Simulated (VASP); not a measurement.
The system is Li.

```xyz
1
Lattice="3.0391 0.0000 0.0000 -1.0130 2.8653 0.0000 -1.0130 -1.4327 2.4814" Properties=species:S:1:pos:R:3 pbc="T T T"
Li    0.0000    0.0000    0.0000
```

| Item | Value |
| --- | --- |
| Program | VASP 6.6.1 |
| Task | relaxation of volume and atoms at fixed shape |
| Functional | PBEsol |
| Potentials or basis | VASP PAW PBE potentials, release 64 (Li_sv) |
| Cutoff | 600 eV |
| k mesh | 17 × 17 × 17 |
| Occupations | methfessel-paxton, width 0.05 eV |
| Spin | no spin polarisation |

At the start: pressure -0.9 GPa; volume 21.61 Å³/atom.

**Question.** Where does the relaxation end?

**Answer.** Over 3 steps the energy falls by 4.7 meV/atom and the volume is 20.29 Å³/atom (-6.1 %); space group Im-3m (No. 229, to 0.05 Å).

Step by step:
```tsv
step	energy change (eV)	largest force (eV/Å)	pressure (GPa)	volume (Å³)
1	0.0000	0.0000	-0.92	21.61
2	-0.0020	0.0000	-0.73	21.23
3	-0.0047	0.0000	-0.19	20.29
```

Final structure:
```cif
data_structure
_symmetry_space_group_name_H-M 'P 1'
_symmetry_Int_Tables_number 1
_cell_length_a 2.9759
_cell_length_b 2.9759
_cell_length_c 2.9759
_cell_angle_alpha 109.471
_cell_angle_beta 109.471
_cell_angle_gamma 109.471
_cell_volume 20.29
loop_
_atom_site_label
_atom_site_type_symbol
_atom_site_fract_x
_atom_site_fract_y
_atom_site_fract_z
_atom_site_occupancy
Li1 Li 0.00000 0.00000 0.00000 1
```

Caveat: the cutoff is under 1.25 times the usual one of these potentials, so pressure, stress and relaxed cells hold a basis-set (Pulay) error; the PAW data sets were made with another functional, which shifts forces and pressure a little.
